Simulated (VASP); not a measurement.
# Pd (P6/mmm) in VASP: notebook

Runs on Pd. Level: LDA. Tasks: single point.

Everything below comes from runs of VASP 6.6.1. Logs are shortened: lines on timing, memory, paths and dates and some standing lists are left out, and cuts for length are marked.

### Step 1. The cell of the first run

The structure is hexagonal, space group P6/mmm (No. 191). The conventional cell has a = 4.201 Å, b = 4.201 Å, c = 2.499 Å, α = 90.00°, β = 90.00°, γ = 120.00°. Pd (site symmetry 6/mmm) has 14 Pd at 2.50 to 2.73 Å within 3.3 Å. Within 3.2 Å of Pd (site symmetry -6m2) lie 11 Pd at 2.43 to 2.73 Å.

This isn't the form of Pd at room conditions, which is fcc.

### Step 2. Single point, LDA (12.73 Å³/atom)

INCAR

```
ALGO     = Normal         # electronic algorithm
EDIFF    = 1E-6           # SCF threshold, eV
ENCUT    = 520            # plane-wave cutoff, eV
ISIF     = 2              # what is computed and relaxed
ISMEAR   = -1             # smearing method
LASPH    = True           # aspherical terms in the spheres
LCHARG   = True           # write CHGCAR
LELF     = True           # ELF
LREAL    = False          # projectors in reciprocal space
LVHAR    = True         
LWAVE    = False          # write WAVECAR
NBANDS   = 22             # bands
NELM     = 60             # most SCF steps
PREC     = Accurate       # precision mode
SIGMA    = 0.1            # smearing width, eV
```

KPOINTS

```
k-points
0
Gamma
  9 9 14
```

POSCAR

```
Pd
1.0
    4.2012816676      0.0000000000      0.0000000000
   -2.1006408338      3.6384166526      0.0000000000
    0.0000000000      0.0000000000      2.4991768462
Pd
3
Direct
    0.0000000000      0.0000000000      0.0000000000
    0.3333333333      0.6666666667      0.5000000000
    0.6666666667      0.3333333333      0.5000000000
```

Potentials or basis: VASP PAW LDA potentials, release 64 (Pd).

Command:

```console
> cat potpaw_LDA.64/Pd/POTCAR > POTCAR
> mpirun -np 1 vasp_std > vasp.out
```

OUTCAR:

```text
EDIFF = 1E-6
   ENCUT = 520
   ISIF = 2
   ISMEAR = -1
   LASPH = True
   LREAL = False
   NELM = 60
   PREC = Accurate

 ion  position               nearest neighbor table
   1  0.000  0.000  0.000-   2 2.73   3 2.73   2 2.73   3 2.73   3 2.73   3 2.73   2 2.73   2 2.73
                             3 2.73   3 2.73   2 2.73   2 2.73
   2  0.333  0.667  0.500-   3 2.43   3 2.43   3 2.43   1 2.73   1 2.73   1 2.73   1 2.73   1 2.73
                             1 2.73
   3  0.667  0.333  0.500-   2 2.43   2 2.43   2 2.43   1 2.73   1 2.73   1 2.73   1 2.73   1 2.73
                             1 2.73

  LATTYP: Found a hexagonal cell.
 ALAT       =     4.2012816676
 C/A-ratio  =     0.5948605792

  Lattice vectors:

 A1 = (   4.2012816676,   0.0000000000,   0.0000000000)
 A2 = (  -2.1006408338,   3.6384166526,   0.0000000000)
 A3 = (   0.0000000000,   0.0000000000,   2.4991768462)

Analysis of symmetry for initial positions (statically):
=====================================================================
 Subroutine PRICEL returns:
 Original cell was already a primitive cell.

 Routine SETGRP: Setting up the symmetry group for a
 hexagonal supercell.

 Subroutine GETGRP returns: Found 24 space group operations
 (whereof 24 operations were pure point group operations)
 out of a pool of 24 trial point group operations.

The static configuration has the point symmetry D_6h.

Analysis of symmetry for dynamics (positions and initial velocities):
=====================================================================
 Subroutine PRICEL returns:
 Original cell was already a primitive cell.

 Routine SETGRP: Setting up the symmetry group for a
 hexagonal supercell.

 Subroutine GETGRP returns: Found 24 space group operations
 (whereof 24 operations were pure point group operations)
 out of a pool of 24 trial point group operations.

The dynamic configuration has the point symmetry D_6h.

 Subroutine INISYM returns: Found 24 space group operations
 (whereof 24 operations are pure point group operations),
 and found     1 'primitive' translations

----------------------------------------------------------------------------------------

                                     Primitive cell

  volume of cell :      38.2025

  direct lattice vectors                    reciprocal lattice vectors
     4.201281668  0.000000000  0.000000000     0.238022603  0.137422414  0.000000000
    -2.100640834  3.638416653  0.000000000     0.000000000  0.274844828  0.000000000
     0.000000000  0.000000000  2.499176846     0.000000000  0.000000000  0.400131748

  length of vectors
     4.201281668  4.201281668  2.499176846     0.274844828  0.274844828  0.400131748

  position of ions in fractional coordinates (direct lattice)
     0.000000000  0.000000000  0.000000000
     0.333333333  0.666666667  0.500000000
     0.666666667  0.333333333  0.500000000

  ion indices of the primitive-cell ions
   primitive index   ion index
                 1           1
                 2           2
                 3           3

----------------------------------------------------------------------------------------

 KPOINTS: k-points

Automatic generation of k-mesh.
 Grid dimensions read from file:
 generate k-points for:    9    9   14

 Generating k-lattice:

  Cartesian coordinates                     Fractional coordinates (reciprocal lattice)
     0.026446956  0.015269157  0.000000000     0.111111111 -0.000000000  0.000000000
     0.000000000  0.030538314  0.000000000     0.000000000  0.111111111  0.000000000
     0.000000000  0.000000000  0.028580839     0.000000000  0.000000000  0.071428571

  Length of vectors
     0.030538314  0.030538314  0.028580839

  Shift w.r.t. Gamma in fractional coordinates (k-lattice)
     0.000000000  0.000000000  0.000000000

 Subroutine IBZKPT returns following result:
 ===========================================

 Found     96 irreducible k-points:

 Following reciprocal coordinates:
            Coordinates               Weight
  0.000000  0.000000  0.000000      1.000000
  0.111111  0.000000  0.000000      6.000000
  0.222222 -0.000000  0.000000      6.000000
  0.333333  0.000000  0.000000      6.000000
  0.444444 -0.000000  0.000000      6.000000
  0.111111  0.111111  0.000000      6.000000
[... 16 lines left out ...]
  0.333333  0.222222  0.071429     24.000000
  0.333333  0.333333  0.071429      4.000000
 [... further k-points ...]
   k-points           NKPTS =     96   k-points in BZ     NKDIM =     96   number of bands    NBANDS=     22
   number of dos      NEDOS =    301   number of ions     NIONS =      3
   total plane-waves  NPLWV =  20480
   dimension x,y,z NGX =    32 NGY =   32 NGZ =   20
   dimension x,y,z NGXF=    64 NGYF=   64 NGZF=   40
   ions per type =               3
   NGX,Y,Z   is equivalent  to a cutoff of  12.66, 12.66, 13.30 a.u.
   NGXF,Y,Z  is equivalent  to a cutoff of  25.32, 25.32, 26.61 a.u.
 SYSTEM =  unknown system
   PREC   = accura    normal or accurate (medium, high low for compatibility)
   ISTART =      0    job   : 0-new  1-cont  2-samecut
   ICHARG =      2    charge: 1-file 2-atom 10-const
   ISPIN  =      1    spin polarized calculation?
   LNONCOLLINEAR =      F non collinear calculations
   LSORBIT =      F    spin-orbit coupling
   LASPH  =      T    aspherical Exc in radial PAW
   ENCUT  =  520.0 eV  38.22 Ry    6.18 a.u.   7.81  7.81  4.65*2*pi/ulx,y,z
   NELM   =     60;   NELMIN=  2; NELMDL= -5     # of ELM steps
   EDIFF  = 0.1E-05   stopping-criterion for ELM
   LREAL  =      F    real-space projection
   EDIFFG = 0.1E-04   stopping-criterion for IOM
   NSW    =      0    number of steps for IOM
   IBRION =     -1    ionic relax: 0-MD 1-quasi-New 2-CG
   NFREE  =      0    steps in history (QN), initial steepest desc. (CG)
   ISIF   =      2    stress and relaxation
   ISYM   =      2    0-nonsym 1-usesym 2-fastsym
   POTIM  = 0.5000    time-step for ionic-motion
   TEBEG  =    0.0;   TEEND  =   0.0 temperature during run
   PSTRESS=    0.0 pullay stress
   NELECT =      30.0000    total number of electrons
   NUPDOWN=      -1.0000    fix difference up-down
   EMIN   =  10.00;   EMAX   =-10.00  energy-range for DOS
   EFERMI =   0.00;   METHOD = LEGACY
   ISMEAR =    -1;   SIGMA  =   0.10  broadening in eV -4-tet -1-fermi 0-gaus
   EFERMI_NEDOS =   21; number of points for ismear=-14 and -15
   IALGO  =     38    algorithm
   IMIX   =      4    mixing-type and parameters
     AMIX     =   0.40;   BMIX     =  1.00
     AMIX_MAG =   1.60;   BMIX_MAG =  1.00
  volume/ion in A,a.u.               =      12.73        85.93
  Fermi-wavevector in a.u.,A,eV,Ry     =   1.510375  2.854195 31.038062  2.281233
  Thomas-Fermi vector in A             =   2.620573
   LORBIT       =      0    0 simple, 1 ext, 2 COOP (PROOUT), +10 PAW based schemes
   GGA     = CA    functional components
   LHFCALC =     F    Hartree Fock is set to
   AEXX    =    0.0000 exact exchange contribution
   IVDW    =     0    specifies the selected vdW correction
   LEPSILON=     F    determine dielectric tensor
   LRPA    =     F    only Hartree local field effects (RPA)
 non-spin polarized calculation
  energy-cutoff  :      520.00
  volume of cell :       38.20
 maximum number of plane-waves:      1047
 NGX is ok and might be reduce to    32
   NGX = 15   NGY = 15   NGZ =  9

 number of electron      29.9999998 magnetization

 Free energy of the ion-electron system (eV)
  ---------------------------------------------------
  ext. energy  EPLUGINS =         0.00000000
  ---------------------------------------------------
  free energy    TOTEN  =       -18.62360618 eV

  energy without entropy =      -18.47312655  energy(sigma->0) =      -18.54836636

 E-fermi :  12.3597     XC(G=0): -14.4196

 val. band max:       12.3533705427   @ k =   0.3333   0.0000   0.2143
 cond. band min:      12.3723247589   @ k =   0.3333   0.2222   0.5000
 fundamental gap:      0.0189542162
 Fermi energy:        12.3597153941

 k-point     1 :       0.0000    0.0000    0.0000
  band No.  band energies     occupation
      1       3.9112      2.00000
      2       5.7417      2.00000
      3       7.7310      2.00000
      4       8.1853      2.00000
      5       8.1853      2.00000
      6       8.1892      2.00000
[... 14 lines left out ...]
     21      21.6487      0.00000
     22      21.9803      0.00000

 k-point     2 :       0.1111    0.0000    0.0000
  band No.  band energies     occupation
      1       4.0896      2.00000
      2       5.8047      2.00000
      3       7.4084      2.00000
      4       7.6729      2.00000
      5       7.7182      2.00000
      6       8.1522      2.00000
[... 14 lines left out ...]
     21      22.6619      0.00000
     22      23.4246      0.00000

 k-point     3 :       0.2222   -0.0000    0.0000
  band No.  band energies     occupation
      1       4.5942      2.00000
      2       5.9605      2.00000
      3       6.7135      2.00000
      4       7.4264      2.00000
      5       7.4461      2.00000
      6       8.0241      2.00000
[... 14 lines left out ...]
     21      24.5714      0.00000
     22      25.6089      0.00000

 k-point     4 :       0.3333    0.0000    0.0000
  band No.  band energies     occupation
      1       5.3097      2.00000
      2       5.9165      2.00000
      3       6.4795      2.00000
      4       7.1661      2.00000
      5       7.3522      2.00000
      6       7.7957      2.00000
[... 14 lines left out ...]
     21      26.3573      0.00000
     22      27.3725      0.00000

 k-point     5 :       0.4444   -0.0000    0.0000
  band No.  band energies     occupation
      1       5.5952      2.00000
      2       6.1211      2.00000
      3       6.5736      2.00000
      4       7.0525      2.00000
      5       7.3628      2.00000
      6       7.4809      2.00000
[... 14 lines left out ...]
     21      27.8859      0.00000
     22      28.3880      0.00000

 k-point     6 :       0.1111    0.1111    0.0000
  band No.  band energies     occupation
      1       4.4301      2.00000
      2       5.9172      2.00000
      3       7.0422      2.00000
      4       7.1189      2.00000
      5       7.6352      2.00000
      6       8.1456      2.00000
[... 14 lines left out ...]
     21      24.7462      0.00000
     22      24.7805      0.00000

 k-point     7 :       0.2222    0.1111    0.0000
  band No.  band energies     occupation
      1       5.0309      2.00000
      2       6.0184      2.00000
      3       6.5429      2.00000
      4       6.8884      2.00000
      5       7.4677      2.00000
      6       8.0191      2.00000
[... 324 lines left out ...]
      6       7.8691      2.00000
[... 14 lines left out ...]
     21      28.1201      0.00000
     22      28.4645      0.00000

 k-point    21 :       0.4444    0.1111    0.0714
  band No.  band energies     occupation
      1       5.6670      2.00000
      2       6.3581      2.00000
      3       6.5749      2.00000
      4       7.2358      2.00000
      5       7.2538      2.00000
      6       7.6396      2.00000
[... 14 lines left out ...]
     21      28.3134      0.00000
     22      29.0110      0.00000

 k-point    22 :       0.2222    0.2222    0.0714
  band No.  band energies     occupation
      1       5.6296      2.00000
      2       6.1018      2.00000
      3       6.5033      2.00000
      4       6.8128      2.00000
      5       7.4887      2.00000
      6       8.0174      2.00000
[... 14 lines left out ...]
     21      28.2495      0.00000
     22      28.3422      0.00000

 k-point    23 :       0.3333    0.2222    0.0714
  band No.  band energies     occupation
      1       5.6325      2.00000
      2       6.2603      2.00000
      3       6.4212      2.00000
      4       7.1088      2.00000
      5       7.3381      2.00000
      6       7.8479      2.00000
[... 14 lines left out ...]
     21      27.8988      0.00000
     22      29.3369      0.00000

 k-point    24 :       0.3333    0.3333    0.0714
  band No.  band energies     occupation
      1       5.5658      2.00000
      2       6.3378      2.00000
      3       6.3378      2.00000
      4       7.2551      2.00000
      5       7.2551      2.00000
      6       7.7912      2.00000
[... 14 lines left out ...]
     21      26.0368      0.00000
     22      29.8072      0.00000

 [... further k-points ...]

------------------------ aborting loop because EDIFF is reached ----------------------------------------

  FORCE on cell =-STRESS in cart. coord.  units (eV):
  Direction    XX          YY          ZZ          XY          YZ          ZX
  --------------------------------------------------------------------------------------
  -------------------------------------------------------------------------------------
  Total        9.2278565      9.2278565      9.4383780     -0.0000000      0.0000000      0.0000000
  in kB      387.0082280    387.0082280    395.8373150     -0.0000000      0.0000000      0.0000000
  external PRESSURE =     389.9512570 kB  Pullay stress =       0.0000000 kB

 VOLUME and BASIS-vectors are now :
 -----------------------------------------------------------------------------
  energy-cutoff  :      520.00
  volume of cell :       38.20
      direct lattice vectors                 reciprocal lattice vectors
     4.201281668  0.000000000  0.000000000     0.238022603  0.137422414  0.000000000
    -2.100640834  3.638416653  0.000000000     0.000000000  0.274844828  0.000000000
     0.000000000  0.000000000  2.499176846     0.000000000  0.000000000  0.400131748

 POSITION                                       TOTAL-FORCE (eV/Angst)
 -----------------------------------------------------------------------------------
      0.00000      0.00000      0.00000        -0.000000      0.000000      0.000000
     -0.00000      2.42561      1.24959         0.000000     -0.000000      0.000000
      2.10064      1.21281      1.24959        -0.000000      0.000000      0.000000
 -----------------------------------------------------------------------------------
    total drift:                               -0.000000      0.000000      0.000000

  FREE ENERGIE OF THE ION-ELECTRON SYSTEM (eV)
  ---------------------------------------------------
  free  energy   TOTEN  =       -18.6236061751 eV

  energy  without entropy=      -18.4731265532  energy(sigma->0) =      -18.54836636
```

It took 72 s on 1 thread of Intel Xeon 8259CL, shared host; peak memory 0.18 GiB.

What came out:

* Free energy: -18.6236 eV
* Pressure: 39.0 GPa
* Band gap on the k mesh: zero (bands 15 and 16 overlap by 1.30 eV)

Caveat: the cell stands under pressure.

### Step 3. Single point, LDA (13.31 Å³/atom)

This run uses another cell than the first one, of 13.31 Å³/atom.

INCAR

```
SYSTEM = Pd
PREC = Accurate ; ENCUT = 520
EDIFF = 1E-6 ; ISMEAR = -1
SIGMA = 0.1 ; LREAL = .FALSE.
LASPH = .TRUE. ; NELM = 60
ALGO = Normal ; ISIF = 2
LWAVE = .FALSE. ; LCHARG = .FALSE.
NBANDS = 22
```

KPOINTS

```
Automatic mesh
0
G
  9 9 14
  0 0 0
```

POSCAR

```
Pd
1.0
    4.2639966102      0.0000000000      0.0000000000
   -2.1319983051      3.6927293861      0.0000000000
    0.0000000000      0.0000000000      2.5364834933
Pd
3
Direct
    0.0000000000      0.0000000000      0.0000000000
    0.3333333333      0.6666666667      0.5000000000
    0.6666666667      0.3333333333      0.5000000000
```

Potentials or basis: VASP PAW LDA potentials, release 64 (Pd).

Command:

```console
> cat potpaw_LDA.64/Pd/POTCAR > POTCAR
> mpirun -np 1 vasp_std > vasp.out
```

Wall time 82 s (1 thread of Intel Xeon 8259CL, shared host); peak memory 0.18 GiB.

It converged, with:

```
Free energy            : -18.9556 eV
Pressure               : 22.7 GPa
Band gap on the k mesh : zero (bands 15 and 16 overlap by 1.19 eV)
```

Stress tensor (GPa, compression positive):
```
22.45  0.00  0.00
 0.00 22.45  0.00
 0.00  0.00 23.25
```

Levels at points of the mesh, in eV from the Fermi level:
```
           k point  band 12  band 13  band 14  band 15  band 16  band 17  band 18  band 19
(0.00, 0.00, 0.00)    -1.91    -1.78    -1.78     0.21     0.21     8.11     8.11     8.11
(0.00, 0.00, 0.50)    -0.60    -0.22    -0.22     0.94     2.69     3.62     9.88    10.63
```

Caveat: the cell stands under pressure.

(Continued in part 2 of 2.)
